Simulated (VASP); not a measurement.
# GaAs (F-43m) in VASP: settings compared

Aim: see how the results for GaAs move with the level of theory and the settings. Levels: PBE, HSE06. Tasks: single point.

Program: VASP 6.6.1. These are calculated values, not measurements. Logs are shortened: lines on timing, memory, paths and dates and some standing lists are left out, and cuts for length are marked.

## 1. The cell of the first run

The structure is cubic, space group F-43m (No. 216). Conventional cell: a = 5.666 Å, b = 5.666 Å, c = 5.666 Å, α = 90.00°, β = 90.00°, γ = 90.00°. Within 3.2 Å of Ga (site symmetry -43m) lie 4 As at 2.45 Å. As (site symmetry -43m) has 4 Ga at 2.45 Å within 3.2 Å.

## 2. Single point, PBE

Contents of INCAR:

```
PREC = Accurate
ENCUT = 510
EDIFF = 1E-6
ISMEAR = -1
SIGMA = 0.02
LREAL = F
LASPH = T
NELM = 120
ALGO = Normal
ISIF = 2
LWAVE = F
LCHARG = F
GGA = PE
NBANDS = 21
GGA_COMPAT = F
```

Contents of KPOINTS:

```
regular mesh
0
Gamma
  8 8 8
```

Contents of POSCAR:

```
GaAs
1.0
    0.0000000000      2.8330831910      2.8330831910
    2.8330831910      0.0000000000      2.8330831910
    2.8330831910      2.8330831910      0.0000000000
Ga As
1 1
Direct
    0.0000000000      0.0000000000      0.0000000000
    0.2500000000      0.2500000000      0.2500000000
```

Potentials or basis: VASP PAW PBE potentials, release 64 (Ga_d, As_d).

Started as:

```sh
cat potpaw_PBE.64/Ga_d/POTCAR potpaw_PBE.64/As_d/POTCAR > POTCAR
mpirun -np 1 vasp_std > vasp.out
```

OUTCAR:

```text
PREC = Accurate
   ENCUT = 510
   EDIFF = 1E-6
   ISMEAR = -1
   LREAL = F
   LASPH = T
   NELM = 120
   ISIF = 2
   GGA = PE

 ion  position               nearest neighbor table
   1  0.000  0.000  0.000-   2 2.45   2 2.45   2 2.45   2 2.45
   2  0.250  0.250  0.250-   1 2.45   1 2.45   1 2.45   1 2.45

  LATTYP: Found a face centered cubic cell.
 ALAT       =     5.6661663820

  Lattice vectors:

 A1 = (   0.0000000000,   2.8330831910,   2.8330831910)
 A2 = (   2.8330831910,   0.0000000000,   2.8330831910)
 A3 = (   2.8330831910,   2.8330831910,   0.0000000000)

Analysis of symmetry for initial positions (statically):
=====================================================================
 Subroutine PRICEL returns:
 Original cell was already a primitive cell.

 Routine SETGRP: Setting up the symmetry group for a
 face centered cubic supercell.

 Subroutine GETGRP returns: Found 24 space group operations
 (whereof 24 operations were pure point group operations)
 out of a pool of 48 trial point group operations.

The static configuration has the point symmetry T_d .

Analysis of symmetry for dynamics (positions and initial velocities):
=====================================================================
 Subroutine PRICEL returns:
 Original cell was already a primitive cell.

 Routine SETGRP: Setting up the symmetry group for a
 face centered cubic supercell.

 Subroutine GETGRP returns: Found 24 space group operations
 (whereof 24 operations were pure point group operations)
 out of a pool of 48 trial point group operations.

The dynamic configuration has the point symmetry T_d .

 Subroutine INISYM returns: Found 24 space group operations
 (whereof 24 operations are pure point group operations),
 and found     1 'primitive' translations

----------------------------------------------------------------------------------------

                                     Primitive cell

  volume of cell :      45.4787

  direct lattice vectors                    reciprocal lattice vectors
     0.000000000  2.833083191  2.833083191    -0.176486169  0.176486169  0.176486169
     2.833083191  0.000000000  2.833083191     0.176486169 -0.176486169  0.176486169
[... 78 lines left out ...]
   ICHARG =      2    charge: 1-file 2-atom 10-const
   ISPIN  =      1    spin polarized calculation?
   LNONCOLLINEAR =      F non collinear calculations
   LSORBIT =      F    spin-orbit coupling
   LASPH  =      T    aspherical Exc in radial PAW
   ENCUT  =  510.0 eV  37.48 Ry    6.12 a.u.   7.38  7.38  7.38*2*pi/ulx,y,z
   NELM   =    120;   NELMIN=  2; NELMDL= -5     # of ELM steps
   EDIFF  = 0.1E-05   stopping-criterion for ELM
   LREAL  =      F    real-space projection
   EDIFFG = 0.1E-04   stopping-criterion for IOM
   NSW    =      0    number of steps for IOM
   IBRION =     -1    ionic relax: 0-MD 1-quasi-New 2-CG
   NFREE  =      0    steps in history (QN), initial steepest desc. (CG)
   ISIF   =      2    stress and relaxation
   ISYM   =      2    0-nonsym 1-usesym 2-fastsym
   POTIM  = 0.5000    time-step for ionic-motion
   TEBEG  =    0.0;   TEEND  =   0.0 temperature during run
   PSTRESS=    0.0 pullay stress
   NELECT =      28.0000    total number of electrons
   NUPDOWN=      -1.0000    fix difference up-down
   EMIN   =  10.00;   EMAX   =-10.00  energy-range for DOS
   EFERMI =   0.00;   METHOD = LEGACY
   ISMEAR =    -1;   SIGMA  =   0.02  broadening in eV -4-tet -1-fermi 0-gaus
   EFERMI_NEDOS =   21; number of points for ismear=-14 and -15
   IALGO  =     38    algorithm
   IMIX   =      4    mixing-type and parameters
     AMIX     =   0.40;   BMIX     =  1.00
     AMIX_MAG =   1.60;   BMIX_MAG =  1.00
  volume/ion in A,a.u.               =      22.74       153.45
  Fermi-wavevector in a.u.,A,eV,Ry     =   1.392702  2.631825 26.390115  1.939619
  Thomas-Fermi vector in A             =   2.516419
   LORBIT       =      0    0 simple, 1 ext, 2 COOP (PROOUT), +10 PAW based schemes
   GGA     = PE    functional components
   LHFCALC =     F    Hartree Fock is set to
   AEXX    =    0.0000 exact exchange contribution
   IVDW    =     0    specifies the selected vdW correction
   LEPSILON=     F    determine dielectric tensor
   LRPA    =     F    only Hartree local field effects (RPA)
 non-spin polarized calculation
  energy-cutoff  :      510.00
  volume of cell :       45.48
 maximum number of plane-waves:      1243
 NGX is ok and might be reduce to    30
   NGX = 15   NGY = 15   NGZ = 15

 number of electron      28.0000006 magnetization

 Free energy of the ion-electron system (eV)
  ---------------------------------------------------
  ext. energy  EPLUGINS =         0.00000000
  ---------------------------------------------------
  free energy    TOTEN  =        -8.26712999 eV

  energy without entropy =       -8.26712996  energy(sigma->0) =       -8.26712997

 E-fermi :   3.3204     XC(G=0):  -9.8848

 val. band max:        3.0757868319   @ k =   0.0000   0.0000   0.0000
 cond. band min:       3.5430730595   @ k =   0.0000   0.0000   0.0000
 fundamental gap:      0.4672862277
 Fermi energy:         3.3204110271

 k-point     1 :       0.0000    0.0000    0.0000
  band No.  band energies     occupation
      1     -32.0451      2.00000
      2     -32.0451      2.00000
      3     -32.0451      2.00000
      4     -32.0351      2.00000
      5     -32.0351      2.00000
      6     -11.7136      2.00000
[... 565 lines left out ...]
     20      14.7003      0.00000
     21      15.2081      0.00000

 [... further k-points ...]

------------------------ aborting loop because EDIFF is reached ----------------------------------------

  FORCE on cell =-STRESS in cart. coord.  units (eV):
  Direction    XX          YY          ZZ          XY          YZ          ZX
  --------------------------------------------------------------------------------------
  -------------------------------------------------------------------------------------
  Total        0.7719654      0.7719654      0.7719654      0.0000000      0.0000000     -0.0000000
  in kB       27.1957110     27.1957110     27.1957110      0.0000000      0.0000000     -0.0000000
  external PRESSURE =      27.1957110 kB  Pullay stress =       0.0000000 kB

 VOLUME and BASIS-vectors are now :
 -----------------------------------------------------------------------------
  energy-cutoff  :      510.00
  volume of cell :       45.48
      direct lattice vectors                 reciprocal lattice vectors
     0.000000000  2.833083191  2.833083191    -0.176486169  0.176486169  0.176486169
     2.833083191  0.000000000  2.833083191     0.176486169 -0.176486169  0.176486169
     2.833083191  2.833083191  0.000000000     0.176486169  0.176486169 -0.176486169

 POSITION                                       TOTAL-FORCE (eV/Angst)
 -----------------------------------------------------------------------------------
      0.00000      0.00000      0.00000         0.000000      0.000000      0.000000
      1.41654      1.41654      1.41654        -0.000000     -0.000000     -0.000000
 -----------------------------------------------------------------------------------
    total drift:                               -0.000000     -0.000000     -0.000000

  FREE ENERGIE OF THE ION-ELECTRON SYSTEM (eV)
  ---------------------------------------------------
  free  energy   TOTEN  =        -8.2671299862 eV

  energy  without entropy=       -8.2671299573  energy(sigma->0) =       -8.26712997
```

OSZICAR:

```text
N       E                     dE             d eps       ncg     rms          rms(c)
DAV:   1     0.177912348991E+03    0.17791E+03   -0.13569E+04  1498   0.539E+03
DAV:   2     0.179531781143E+02   -0.15996E+03   -0.15413E+03  1251   0.769E+02
DAV:   3    -0.730560108569E+01   -0.25259E+02   -0.25034E+02  1343   0.140E+02
DAV:   4    -0.840774798140E+01   -0.11021E+01   -0.11011E+01  1439   0.328E+01
DAV:   5    -0.842972129206E+01   -0.21973E-01   -0.21972E-01  1361   0.523E+00    0.329E+00
DAV:   6    -0.828715505654E+01    0.14257E+00   -0.25352E-01  1750   0.764E+00    0.195E+00
DAV:   7    -0.826555779926E+01    0.21597E-01   -0.82796E-02  1451   0.201E+00    0.613E-01
DAV:   8    -0.826659582874E+01   -0.10380E-02   -0.14191E-02  1551   0.178E+00    0.108E-01
DAV:   9    -0.826703655301E+01   -0.44072E-03   -0.15525E-03  1353   0.562E-01    0.512E-02
DAV:  10    -0.826708386870E+01   -0.47316E-04   -0.16968E-04  1435   0.136E-01    0.233E-02
DAV:  11    -0.826712973633E+01   -0.45868E-04   -0.72977E-05  1468   0.759E-02    0.584E-03
DAV:  12    -0.826712998623E+01   -0.24990E-06   -0.51658E-06  1448   0.295E-02
   1 F= -.82671300E+01 E0= -.82671300E+01  d E =-.289798E-07
```

Run time: 13 s. Hardware: 1 thread of Intel Xeon 6975P-C (Granite Rapids), shared host; peak memory 0.17 GiB.

What came out:

* Free energy: -8.2671 eV
* Pressure: 2.7 GPa
* Band gap on the k mesh: 0.47 eV

Caveat: semilocal functionals underestimate gaps, and a narrow one can read as zero.

## 3. Single point, HSE06 (strain +3.5%)

Contents of POSCAR:

```
GaAs
1.0
    0.0000000000      2.9313911777      2.9313911777
    2.9313911777      0.0000000000      2.9313911777
    2.9313911777      2.9313911777      0.0000000000
Ga As
1 1
Direct
    0.0000000000      0.0000000000      0.0000000000
    0.2500000000      0.2500000000      0.2500000000
```

Contents of INCAR.step1:

```
ALGO = Normal
EDIFF = 1E-5
ENCUT = 520
GGA = PE
ISIF = 2
ISMEAR = -1
LASPH = True
LCHARG = False
LREAL = False
LWAVE = True
NBANDS = 16
NELM = 100
PREC = Accurate
SIGMA = 0.02
```

Contents of INCAR.step2:

```
ALGO = Normal
EDIFF = 1E-6
ENCUT = 520
GGA = PE
HFSCREEN = 0.2079
ISIF = 2
ISMEAR = -1
ISTART = 1
LASPH = True
LCHARG = False
LHFCALC = True
LREAL = False
LWAVE = False
NBANDS = 16
NELM = 100
PREC = Accurate
PRECFOCK = Normal
SIGMA = 0.02
```

Contents of KPOINTS:

```
k-points
0
Gamma
  6 6 6
```

Potentials or basis: VASP PAW PBE potentials, release 64 (Ga_d, As).

Started as:

```sh
cat potpaw_PBE.64/Ga_d/POTCAR potpaw_PBE.64/As/POTCAR > POTCAR
cp INCAR.step1 INCAR
mpirun -np 1 vasp_std > vasp.out
cp INCAR.step2 INCAR
mpirun -np 1 vasp_std > vasp.out
```

Run time: 64 min. Hardware: 1 thread of Oxide Virtual Turin-like, shared host; peak memory 0.28 GiB.

Results (log left out):

- Free energy: -9.7600 eV
- Pressure: -5.6 GPa
- Band gap on the k mesh: 0.51 eV

Levels at points of the mesh, in eV from the valence-band top:
```
           k point  band 6  band 7  band 8  band 9  band 10  band 11  band 12  band 13
(0.00, 0.00, 0.00)  -13.19    0.00    0.00    0.00     0.51     4.48     4.48     4.48
(0.50, 0.00, 0.00)  -11.60   -6.62   -1.07   -1.07     1.41     5.39     5.39     8.48
(0.50, 0.50, 0.00)  -10.92   -6.88   -2.52   -2.52     2.25     2.34    10.60    10.60
```

Caveat: the cell differs from its parent crystal (strain +3.5%); the cell stands under tension; the PAW data sets were made with another functional, which shifts forces and pressure a little.
